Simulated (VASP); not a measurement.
Here is a VASP 6.6.1 calculation.

The input INCAR:

```
PREC     = Accurate       # precision mode
ENCUT    = 520            # plane-wave cutoff, eV
EDIFF    = 1E-6           # SCF threshold, eV
ISMEAR   = -1             # smearing method
SIGMA    = 0.1            # smearing width, eV
LREAL    = False          # projectors in reciprocal space
LASPH    = True           # aspherical terms in the spheres
NELM     = 100            # most SCF steps
ALGO     = Normal         # electronic algorithm
ISIF     = 2              # what is computed and relaxed
LWAVE    = False          # write WAVECAR
LCHARG   = False          # write CHGCAR
LDIPOL   = True         
IDIPOL   = 3            
DIPOL    = 0.5 0.5 0.500
GGA      = PS             # functional
IBRION   = 2              # ionic algorithm
NSW      = 32             # ionic steps
EDIFFG   = -0.01          # ionic threshold
KPAR     = 2
```

Contents of KPOINTS:

```
Automatic mesh
0
Gamma
  13 13 1
```

POSCAR

```
Ag
1.0
    2.8669184167      0.0000000000      0.0000000000
   -1.4334592084      2.4828241794      0.0000000000
    0.0000000000      0.0000000000     25.3633000000
Ag
5
Direct
    0.8333333333      0.1666666667      0.3156819872
    0.1666666667      0.8333333333      0.4077268186
    0.5000000000      0.5000000000      0.4999999977
    0.8333333333      0.1666666667      0.5922731805
    0.1666666667      0.8333333333      0.6843180160
```

Potentials or basis: VASP PAW PBE potentials, release 64 (Ag).

The run is started by

```console
$ cat potpaw_PBE.64/Ag/POTCAR > POTCAR
$ mpirun -np 2 vasp_std > vasp.out
```

(1) Predict the band gap on the k mesh.

Answers

(1) zero (an odd number of electrons rules out a gap without spin polarisation).

Caveat: the relaxation stopped at its first step, so nothing moved.
